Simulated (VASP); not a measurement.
Wanted: the native input for a VASP 6.6.1 run.

| Quantity | Value |
| --- | --- |
| Task | single point |
| Functional | PBEsol |
| Potentials or basis | VASP PAW PBE potentials, release 64 (Cu, O) |
| Cutoff | 520 eV |
| k mesh | 8 × 8 × 4 |
| Occupations | gaussian, width 0.1 eV |
| Spin | no spin polarisation |
| Dipole correction | no |
| Further INCAR settings | ALGO = Normal; EDIFF = 1e-06; NBANDS = 25 |

The structure of CuO lies in POSCAR:

```
CuO
1.0
    1.9909680000     -2.1535500000      0.0000000000
    1.9909680000      2.1535500000      0.0000000000
    0.0000000000      0.0000000000      5.1559280000
Cu O
2 2
Direct
    0.0000000000      0.5000000000      0.0000000000
    0.5000000000      0.0000000000      0.5000000000
    0.5000000000      0.5000000000      0.2500000000
    0.5000000000      0.5000000000      0.7500000000
```

One way to write it, as run:

INCAR

```
SYSTEM = CuO
  PREC = Accurate
  ENCUT = 520
  EDIFF = 1E-6
  ISMEAR = 0
  SIGMA = 0.1
  LREAL = .FALSE.
  LASPH = .TRUE.
  NELM = 100
  ALGO = Normal
  ISIF = 2
  LWAVE = .FALSE.
  LCHARG = .FALSE.
  GGA = PS
  NBANDS = 25
```

KPOINTS

```
Automatic mesh
0
G
  8 8 4
  0 0 0
```

Potentials or basis: VASP PAW PBE potentials, release 64 (Cu, O).

Command:

```console
$ cat potpaw_PBE.64/Cu/POTCAR potpaw_PBE.64/O/POTCAR > POTCAR
$ mpirun -np 1 vasp_std > vasp.out
```

It gave:

```
Pressure               : -5.4 GPa
Band gap on the k mesh : zero (band 17 reaches 5.32 eV, above the bottom of band 18 at 4.22 eV)
```

Caveat: the PAW data sets were made with another functional, which shifts forces and pressure a little; semilocal functionals often make such compounds metallic where correlation or magnetic order opens a gap, which also shifts bond lengths.

It took 2.1 min on 1 thread of AMD EPYC 7R13, with other jobs on the host, peak memory 0.17 GiB.
